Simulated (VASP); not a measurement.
A run of VASP 6.6.1 is set up as follows.

The input INCAR:

```
PREC = Accurate
ENCUT = 520
EDIFF = 1E-6
ISMEAR = 0
SIGMA = 0.2
LREAL = F
LASPH = T
NELM = 80
ALGO = Normal
ISIF = 2
LWAVE = F
LCHARG = F
GGA = PE
NBANDS = 60
```

KPOINTS

```
Automatic mesh
0
Gamma
  4 4 4
```

The input POSCAR:

```
Nb2SiO3
1.0
    0.6669559269      0.0002349212     -5.2717658918
    0.0011398464     -5.3277470016      0.0002755258
   -5.3676907555      0.0008666061      0.0021605893
Nb Si O
4 2 6
Direct
    0.2871930977      0.9205515373      0.6648819868
    0.1946954895      0.2904683790      0.2614436967
    0.7871952154      0.0793112736      0.6649944035
    0.6948239519      0.7096723972      0.2614025052
    0.4508603616      0.4511354663      0.7190348144
    0.9509265790      0.5488007256      0.7188825060
    0.1266552706      0.0974948438      0.9360985200
    0.4650038248      0.4572835878      0.0591288379
    0.6266165693      0.9024556939      0.9360825777
    0.9650141999      0.5427071012      0.0590203489
    0.4754979182      0.0056487060      0.3595285039
    0.9755175218      0.9944702883      0.3595012991
```

Potentials or basis: VASP PAW PBE potentials, release 64 (Nb_sv, Si, O).

Launch:

```bash
$ cat potpaw_PBE.64/Nb_sv/POTCAR potpaw_PBE.64/Si/POTCAR potpaw_PBE.64/O/POTCAR > POTCAR
$ mpirun -np 1 vasp_std > vasp.out
```

Estimate the largest force.

0.032 eV/Å.

Estimate the pressure.

-0.3 GPa.

What does it give for the band gap on the k mesh?

Zero (bands 48 and 49 overlap by 0.36 eV).

Stress tensor (GPa, compression positive):
```
-0.19  0.01  0.00
 0.01 -0.34  0.01
 0.00  0.01 -0.24
```
